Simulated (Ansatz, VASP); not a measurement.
**Y: VASP beside Ansatz**

The input INCAR:

```
SYSTEM = Y
  ALGO = Normal
  EDIFF = 1E-6
  ENCUT = 520
  GGA = PS
  ISIF = 2
  ISMEAR = -1
  LASPH = .TRUE.
  LCHARG = .FALSE.
  LREAL = .FALSE.
  LWAVE = .FALSE.
  NBANDS = 30
  NELM = 60
  PREC = Accurate
  SIGMA = 0.05
```

File KPOINTS:

```
k-points
0
G
  8 8 3
  0 0 0
```

File POSCAR:

```
Y
1.0
    3.6180967986      0.0000000000      0.0000000000
   -1.8090483993      3.1333637409      0.0000000000
    0.0000000000      0.0000000000     11.7646371471
Y
4
Direct
    0.6666666667      0.3333333333      0.7500000000
    0.0000000000      0.0000000000      0.5000000000
    0.3333333333      0.6666666667      0.2500000000
    0.0000000000      0.0000000000      0.0000000000
```

File input.yaml:

```yaml
crystal:
  lattice:
    - [3.6180967986, 0.0, 0.0]
    - [-1.8090483993, 3.1333637409, 0.0]
    - [0.0, 0.0, 11.7646371471]
  atoms:
    - { symbol: "Y", position: [0.6666666667, 0.3333333333, 0.75] }
    - { symbol: "Y", position: [0.0, 0.0, 0.5] }
    - { symbol: "Y", position: [0.3333333333, 0.6666666667, 0.25] }
    - { symbol: "Y", position: [0.0, 0.0, 0.0] }
kpoints:
  mp_grid: { grid: [8, 8, 3] }
scf:
  occupations: { method: fermi_dirac, width: 0.05 }
hamiltonian:
  xc: pbesol
  pseudopotentials: { kind: all_electron, lapw: { basis_error: 0.001 } }
output:
  forces: true
  stress: true
  eigenvalues: true
```

Change from the starting cell: volume scaled by 0.98.

Alike in both runs: task single point; functional PBEsol; k mesh 8 × 8 × 3; occupations fermi-dirac, width 0.05 eV; no spin polarisation.

|  | VASP | Ansatz |
| --- | --- | --- |
| version | VASP 6.6.1 | Ansatz 0.2.0 |
| potentials or method | VASP PAW PBE potentials, release 64 (Y_sv), cutoff 520 eV | all-electron LAPW, scalar-relativistic |

|  | VASP | Ansatz | Ansatz less VASP |
| --- | --- | --- | --- |
| gap on the k mesh at the Fermi level (eV) | none | none | - |
| pressure (GPa) | -3.0 | -2.9 | +0.10 |
| traceless stress, the component that is largest in VASP (GPa) | -0.35 | -0.36 | -0.004 |

VASP's potentials were made for PBE, not for PBEsol. A gap of «none» marks a metal or a gap that the smearing closes. Ansatz ran all-electron here, and VASP with PAW potentials.
